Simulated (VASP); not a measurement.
A run of VASP 6.6.1 is set up as follows.

File INCAR:

```
  ALGO = Normal
  EDIFF = 1E-6
  ENCUT = 520
  GGA = CA
  ISIF = 2
  ISMEAR = -1
  LASPH = True
  LCHARG = False
  LREAL = False
  LWAVE = False
  NBANDS = 64
  NELM = 80
  PREC = Accurate
  SIGMA = 0.05
```

The input KPOINTS:

```
k-points
0
Gamma
  4 8 2
```

Contents of POSCAR:

```
Te2Mo
1.0
    6.2964254317      0.0000000000     -0.0333178269
    0.0000000000      3.4437008891      0.0000000000
   -0.6226902820      0.0000000000     13.2970794093
Te Mo
8 4
Direct
    0.0588738941      0.5000000000      0.3949096908
    0.9409347727      0.0000000000      0.6050979739
    0.5622013873      0.0000000000      0.3471544440
    0.4376161263      0.5000000000      0.6528605491
    0.0917204937      0.0000000000      0.1531975225
    0.9084583283      0.5000000000      0.8467899060
    0.5837345773      0.5000000000      0.1048083603
    0.4164570335      0.0000000000      0.8951807135
    0.3196711767      0.0000000000      0.5064645472
    0.6801373319      0.5000000000      0.4935479062
    0.1818996396      0.5000000000      0.0073763281
    0.8182942285      0.0000000000      0.9926110484
```

Potentials or basis: VASP PAW LDA potentials, release 64 (Te, Mo_sv).

Launch:

```bash
$ cat potpaw_LDA.64/Te/POTCAR potpaw_LDA.64/Mo_sv/POTCAR > POTCAR
$ mpirun -np 1 vasp_std > vasp.out
```

Question: What does it give for the pressure?

Answer: 0.3 GPa.

Question: What does it give for the band gap on the k mesh?

Answer: Zero (bands 52 and 53 overlap by 0.51 eV).

Question: Estimate the largest force.

Answer: 0.054 eV/Å.

Forces on the atoms (eV/Å):
```
Te  -0.002  0.000 -0.027
Te   0.002  0.000  0.027
Te  -0.005  0.000 -0.052
Te   0.005  0.000  0.052
Te  -0.006  0.000  0.054
Te   0.006  0.000 -0.053
Te  -0.003  0.000  0.029
Te   0.003  0.000 -0.028
Mo  -0.034  0.000 -0.014
Mo   0.034  0.000  0.014
Mo   0.035  0.000 -0.006
Mo  -0.036  0.000  0.006
```

Caveat: spin-orbit coupling is left out, which moves the levels of the heavy elements.
